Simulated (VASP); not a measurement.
## AlN: single point with PBEsol

AlN:

```
CELL_PARAMETERS angstrom
0.00000 1.98922 1.98922
1.98922 0.00000 1.98922
1.98922 1.98922 0.00000
ATOMIC_POSITIONS crystal
Al 0.50000 0.50000 0.50000
N 0.00000 0.00000 0.00000
```

```yaml
Program: VASP 6.6.1
Task: single point
Functional: PBEsol
Potentials_or_basis: VASP PAW PBE potentials, release 64 (Al, N)
Cutoff: 600 eV
k_mesh: 8 × 8 × 8
Occupations: gaussian, width 0.1 eV
Spin: no spin polarisation
```

```yaml
Pressure: 14.3 GPa
Band_gap_on_the_k_mesh: 5.03 eV, indirect (least direct gap 6.38 eV)
```

Levels at points of the mesh, in eV from the valence-band top:
```tsv
k point	band 1	band 2	band 3	band 4	band 5	band 6	band 7	band 8
(0.00, 0.00, 0.00)	-18.00	0.00	0.00	0.00	6.38	12.18	12.18	12.18
(0.50, 0.00, 0.00)	-14.50	-8.69	-1.19	-1.19	6.35	11.30	11.30	13.98
(0.50, 0.50, 0.00)	-13.43	-7.78	-2.95	-2.95	5.03	5.05	14.57	17.94
```

It took 4.8 s on 1 thread of Intel(R) Xeon(R) Platinum 8259CL CPU @ 2.50GHz (Skylake/Cascade Lake), with other jobs on the host, peak memory 0.13 GiB.

Caveat: the PAW data sets were made with another functional, which shifts forces and pressure a little. A k mesh can miss the band edges.
